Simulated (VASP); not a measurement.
A run of VASP 6.6.1 is set up as follows.

The input POSCAR:

```
SnSe
1.0
    0.0000000000      2.6817401395      3.7919805573
    2.6817401395      0.0000000000      3.7919805573
    2.6817401395      2.6817401395      0.0000000000
Sn Se
1 1
Direct
    0.0000000000      0.0000000000      0.0000000000
    0.5000000000      0.5000000000      0.5000000000
```

File INCAR.step1:

```
PREC = Accurate ; ENCUT = 520
ISMEAR = 0 ; SIGMA = 0.05
LREAL = False ; LASPH = True
NELM = 60 ; NBANDS = 17
GGA = PE ; ALGO = Normal
EDIFF = 1E-4 ; LWAVE = True
LCHARG = False
```

Contents of INCAR.step2:

```
PREC = Accurate ; ENCUT = 520
EDIFF = 1E-6 ; ISMEAR = 0
SIGMA = 0.05 ; LREAL = False
LASPH = True ; NELM = 60
ALGO = Normal ; ISIF = 2
LWAVE = False ; LCHARG = False
METAGGA = R2SCAN ; LMIXTAU = True
NBANDS = 17 ; ISTART = 1
```

The input KPOINTS:

```
Automatic mesh
0
Gamma
  12 12 12
```

Potentials or basis: VASP PAW PBE potentials, release 64 (Sn_d, Se).

Launch:

```console
$ cat potpaw_PBE.64/Sn_d/POTCAR potpaw_PBE.64/Se/POTCAR > POTCAR
$ cp INCAR.step1 INCAR
$ mpirun -np 1 vasp_std > vasp.out
$ cp INCAR.step2 INCAR
$ mpirun -np 1 vasp_std > vasp.out
```

Problem. What does it give for the band gap on the k mesh?

Solution. Zero (band 10 reaches 6.52 eV, above the bottom of band 11 at 5.54 eV).

Problem. Predict the pressure.

Solution. 11.8 GPa.

Stress tensor (GPa, compression positive):
```
19.46  0.00  0.00
 0.00 19.46  0.00
 0.00  0.00 -3.56
```

Caveat: the PAW data sets were made with another functional, which shifts forces and pressure a little; spin-orbit coupling is left out, which moves the levels of the heavy elements.
